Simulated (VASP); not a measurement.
Runs of VASP 6.6.1 on Sb. The structure is that of space group Im-3m (No. 229), or close to it. The cells are those of the table. This isn't the form of Sb at room conditions, which is rhombohedral.

| cell | gap on the mesh (eV) | pressure (GPa) |
| --- | --- | --- |
| a = 3.270 Å, angles 109.5°, 1 atom | none | -0.1 |
| a = 3.143 Å, angles 109.5°, 1 atom | none | 10.0 |
| a = 3.060 Å, angles 109.5°, 1 atom | none | 20.1 |
| a = 3.198 Å, angles 109.5°, 1 atom | none | (a) |

Alike in all rows: task single point; level r2SCAN; potentials or basis VASP PAW PBE potentials, release 64 (Sb); no spin polarisation; k mesh 18 × 18 × 18; cutoff (eV) 520; smearing gaussian 0.1 eV.

Task: Estimate the missing entries.

Result: (a) 4.9.

Caveats: the PAW data sets were made with another functional, which shifts forces and pressure a little; spin-orbit coupling is left out, which moves the levels of the heavy elements; an odd number of electrons without spin polarisation forces a metal; a magnetic or distorted state may lie lower; the cell stands under pressure (at least some runs).

A k mesh can miss the band edges, and the runs leave out spin-orbit coupling on Sb.

A gap of «none» marks levels without a gap at the run's occupations.
